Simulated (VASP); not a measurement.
# Ni: single point with LDA

Ni:

```
Ni
1.0
     0.00000    1.71044    1.71044
     1.71044    0.00000    1.71044
     1.71044    1.71044    0.00000
Ni
1
Cartesian
  0.0000 0.0000 0.0000
```

| Quantity | Value |
| --- | --- |
| Program | VASP 6.6.1 |
| Task | single point |
| Functional | LDA |
| Potentials or basis | VASP PAW LDA potentials, release 64 (Ni) |
| Cutoff | 600 eV |
| k mesh | 16 × 16 × 16 |
| Occupations | fermi-dirac, width 0.3 eV |
| Spin | no spin polarisation |

```yaml
Pressure: 2.7 GPa
Band_gap_on_the_k_mesh: zero (band 5 reaches 10.32 eV, above the bottom of band 6 at 9.22 eV)
```

Levels at points of the mesh, in eV from the Fermi level:
```tsv
k point	band 3	band 4	band 5	band 6	band 7	band 8
(0.00, 0.00, 0.00)	-2.30	-2.30	-1.04	-1.04	24.44	28.88
(0.50, 0.00, 0.00)	-2.35	-0.43	-0.20	-0.20	6.50	22.91
(0.50, 0.50, 0.00)	-0.21	0.01	0.01	2.50	10.15	15.56
```

Run time: 27 s on 1 thread of Intel Xeon 8259CL, with other jobs on the host, peak memory 0.13 GiB.

Caveat: the run has no spin polarisation, though such a crystal can be magnetic. Spin polarisation is off, so any magnetic state and its effect on volume and gap are missing.
